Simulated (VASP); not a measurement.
**CdTe: single point with PBE**

The system is CdTe.

```xyz
2
Lattice="0.0000 3.2262 3.2262 3.2262 0.0000 3.2262 3.2262 3.2262 0.0000" Properties=species:S:1:pos:R:3 pbc="T T T"
Cd    0.0000    0.0000    0.0000
Te    4.8393    4.8393    4.8393
```

This cell differs from its parent crystal: volume scaled by 1.02.

```
Program                : VASP 6.6.1
Task                   : single point
Functional             : PBE
Potentials or basis    : VASP PAW PBE potentials, release 64 (Cd, Te)
Cutoff                 : 520 eV
k mesh                 : 9 × 9 × 9
Occupations            : fermi-dirac, width 0.08 eV
Spin                   : no spin polarisation
Dipole correction      : no
Further INCAR settings : ALGO = Normal; EDIFF = 1e-06; NBANDS = 16
```

The pressure is 3.4 GPa and the band gap on the k mesh is 0.81 eV, direct.

Levels at points of the mesh, in eV from the valence-band top:
| k point | band 6 | band 7 | band 8 | band 9 | band 10 | band 11 | band 12 | band 13 |
| --- | --- | --- | --- | --- | --- | --- | --- | --- |
| (0.00, 0.00, 0.00) | -8.06 | 0.00 | 0.00 | 0.00 | 0.81 | 4.59 | 4.59 | 4.59 |

Wall time 24 s on 1 thread of Intel(R) Xeon(R) 6975P-C (Granite Rapids), on a shared host, peak memory 0.21 GiB.

Caveat: spin-orbit coupling is left out, which moves the levels of the heavy elements.
